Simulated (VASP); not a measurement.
BeCd3S2: single point with PBE

BeCd3S2:

```
Be Cd S
1.0
     3.75261    0.00000    0.00000
     0.00000    3.75261    0.00000
     0.00000    0.00000    9.01597
Be Cd S
1 3 2
Direct
  0.50000 0.50000 0.00000
  0.50000 0.00000 0.36232
  0.00000 0.50000 0.63768
  0.00000 0.00000 0.00000
  0.50000 0.00000 0.66883
  0.00000 0.50000 0.33117
```

The cell was built from a structure type or drawn by symmetry, and may not be a known phase.

- Program: VASP 6.6.1
- Task: single point
- Functional: PBE
- Potentials or basis: VASP PAW PBE potentials, release 64 (Be, Cd, S)
- Cutoff: 520 eV
- k mesh: 6 × 6 × 2
- Occupations: gaussian, width 0.1 eV
- Spin: no spin polarisation
- Dipole correction: no
- Further INCAR settings: ALGO = Normal; EDIFF = 1e-07; NBANDS = 34

```yaml
Pressure: 0.3 GPa
Largest_force: 0.042 eV/Å
Band_gap_on_the_k_mesh: zero (bands 25 and 26 overlap by 1.38 eV)
```

Forces on the atoms (eV/Å):
```
Be   0.000  0.000  0.000
Cd   0.000  0.000 -0.029
Cd   0.000  0.000  0.029
Cd   0.000  0.000  0.000
S    0.000  0.000  0.042
S    0.000  0.000 -0.042
```

Levels at points of the mesh, in eV from the Fermi level:
| k point | band 23 | band 24 | band 25 | band 26 | band 27 | band 28 |
| --- | --- | --- | --- | --- | --- | --- |
| (0.00, 0.00, 0.00) | -2.37 | -2.37 | 0.02 | 0.33 | 0.99 | 1.96 |
| (0.50, 0.00, 0.00) | -1.76 | -1.14 | -1.13 | 1.15 | 1.42 | 3.93 |
| (0.50, 0.50, 0.00) | -3.32 | -2.02 | -2.02 | -0.72 | -0.11 | 0.43 |
| (0.00, 0.00, 0.50) | -2.40 | -1.91 | -1.32 | 0.05 | 1.98 | 1.98 |
| (0.50, 0.00, 0.50) | -2.64 | -1.13 | -1.13 | 2.25 | 2.91 | 3.12 |
| (0.50, 0.50, 0.50) | -3.46 | -1.32 | -1.32 | -0.60 | -0.44 | -0.44 |

Wall time 64 s on 1 thread of Intel(R) Xeon(R) Platinum 8488C (Sapphire Rapids), on a shared host, peak memory 0.25 GiB.
